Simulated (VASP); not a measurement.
Input of a VASP 6.6.1 run:

Contents of POSCAR:

```
Ni
1.0
    0.0000000000      1.7319808376      1.7319808376
    1.7319808376      0.0000000000      1.7319808376
    1.7319808376      1.7319808376      0.0000000000
Ni
1
Direct
    0.0000000000      0.0000000000      0.0000000000
```

File INCAR.step1:

```
ALGO = Normal ; EDIFF = 1E-4
ENCUT = 520 ; GGA = PE
ISMEAR = 0 ; ISPIN = 2
LASPH = T ; LCHARG = F
LMAXMIX = 4 ; LREAL = F
LWAVE = T ; MAGMOM = 0.92
NBANDS = 15 ; NELM = 150
PREC = Accurate ; SIGMA = 0.05
```

File INCAR.step2:

```
ALGO = Normal ; EDIFF = 1E-7
ENCUT = 520 ; ISIF = 2
ISMEAR = 0 ; ISPIN = 2
ISTART = 1 ; LASPH = T
LCHARG = F ; LMAXMIX = 4
LMIXTAU = T ; LORBIT = 11
LREAL = F ; LWAVE = F
MAGMOM = 0.92 ; METAGGA = R2SCAN
NBANDS = 15 ; NELM = 150
PREC = Accurate ; SIGMA = 0.05
```

The input KPOINTS:

```
k-points
0
Gamma
  22 22 22
```

Potentials or basis: VASP PAW PBE potentials, release 64 (Ni).

Run with:

```bash
$ cat potpaw_PBE.64/Ni/POTCAR > POTCAR
$ cp INCAR.step1 INCAR
$ mpirun -np 1 vasp_std > vasp.out
$ cp INCAR.step2 INCAR
$ mpirun -np 1 vasp_std > vasp.out
```

(1) What does it give for the pressure?

(2) What does it give for the net moment?

(3) Estimate the site moments.

## Answers

(1) 2.9 GPa.

(2) 0.72 μB per cell.

(3) Ni +0.73 μB.

Caveat: the PAW data sets were made with another functional, which shifts forces and pressure a little.
